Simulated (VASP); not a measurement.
A run of VASP 6.6.1 is set up as follows.

File INCAR:

```
SYSTEM = MgO
ALGO = Normal
EDIFF = 1E-6
ENCUT = 600
GGA = PE
GGA_COMPAT = .False.
ISIF = 2
ISMEAR = 0
LASPH = .True.
LCHARG = .False.
LREAL = .False.
LWAVE = .False.
NBANDS = 11
NELM = 120
PREC = Accurate
SIGMA = 0.01
```

Contents of KPOINTS:

```
k-points
0
Gamma
  6 6 6
  0 0 0
```

POSCAR

```
MgO
1.0
    0.0000000000      2.0770438090      2.0770438090
    2.0770438090      0.0000000000      2.0770438090
    2.0770438090      2.0770438090      0.0000000000
Mg O
1 1
Direct
    0.0000000000      0.0000000000      0.0000000000
    0.5000000000      0.5000000000      0.5000000000
```

Potentials or basis: VASP PAW PBE potentials, release 64 (Mg, O).

The run is started by

```bash
$ cat potpaw_PBE.64/Mg/POTCAR potpaw_PBE.64/O/POTCAR > POTCAR
$ mpirun -np 1 vasp_std > vasp.out
```

(1) Predict the pressure.

(2) What does it give for the band gap on the k mesh?

Answers

(1) 11.3 GPa.

(2) 5.14 eV, direct.

Caveat: the k points lie up to 0.44 Å⁻¹ apart.
